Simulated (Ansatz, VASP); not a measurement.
**One calculation of KPdO3, two programs**

```
K Pd O
1.0
     4.07008    0.00000    0.00000
     0.00000    4.07008    0.00000
     0.00000    0.00000    4.07008
K Pd O
1 1 3
Cartesian
  0.0000 0.0000 0.0000
  2.0350 2.0350 2.0350
  2.0350 2.0350 0.0000
  2.0350 0.0000 2.0350
  0.0000 2.0350 2.0350
```

Alike in both runs: task single point; functional LDA; k mesh 5 × 5 × 5; occupations gaussian, width 0.2 eV; no spin polarisation.

```csv
,VASP,Ansatz
version,VASP 6.6.1,Ansatz 0.2.0
potentials or method,"VASP PAW LDA potentials, release 64 (K_sv, Pd, O)","plane waves, PAW"
plane-wave cutoff (eV),520,420
valence electrons in the cell,37,45
```

|  | VASP | Ansatz | Ansatz less VASP |
| --- | --- | --- | --- |
| pressure (GPa) | -12.3 | -12.7 | -0.36 |

LDA's correlation is that of Perdew and Zunger in VASP and of Perdew and Wang (1992) in Ansatz. VASP's potentials hold 37 valence electrons a cell and Ansatz's 45, so a difference there can come from the potentials and not from the codes. Ansatz's warnings: stress scf threshold loose.
